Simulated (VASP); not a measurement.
Wanted: the native input for a VASP 6.6.1 run.

- Task: electric field gradients
- Functional: PBE
- Potentials or basis: VASP PAW PBE potentials, release 64 (Ag, Cl)
- Cutoff: 520 eV
- k mesh: 8 × 8 × 8
- Occupations: fermi-dirac, width 0.02 eV
- Spin: no spin polarisation
- Dipole correction: no
- Further INCAR settings: ALGO = Normal; EDIFF = 1e-08; NBANDS = 16

The structure of AgCl lies in POSCAR:

```
AgCl
1.0
    0.0000000000      2.7165392174      2.7165392174
    2.7165392174      0.0000000000      2.7165392174
    2.7165392174      2.7165392174      0.0000000000
Ag Cl
1 1
Direct
    0.5000000000      0.5000000000      0.5000000000
    0.0000000000      0.0000000000      0.0000000000
```

This cell differs from its parent crystal: volume scaled by 0.94.

One way to write it, as run:

INCAR

```
ALGO = Normal
EDIFF = 1E-8
ENCUT = 520
GGA = PE
ISIF = 2
ISMEAR = -1
LASPH = T
LCHARG = F
LEFG = T
LREAL = F
LWAVE = F
NBANDS = 16
NELM = 100
PREC = Accurate
SIGMA = 0.02
```

KPOINTS

```
k-points
0
Gamma
  8 8 8
```

Potentials or basis: VASP PAW PBE potentials, release 64 (Ag, Cl).

Run with:

```console
$ cat potpaw_PBE.64/Ag/POTCAR potpaw_PBE.64/Cl/POTCAR > POTCAR
$ mpirun -np 1 vasp_std > vasp.out
```

It gave:

The pressure is 5.1 GPa and the band gap on the k mesh is 0.90 eV, indirect (least direct gap 3.39 eV).

Caveat: without QUAD_EFG the Cq values of the log hold for a quadrupole moment of 1 mb, not for the nuclei.

Run time: 13 s on 1 thread of Intel(R) Xeon(R) 6975P-C (Granite Rapids), with other jobs on the host, peak memory 0.17 GiB.
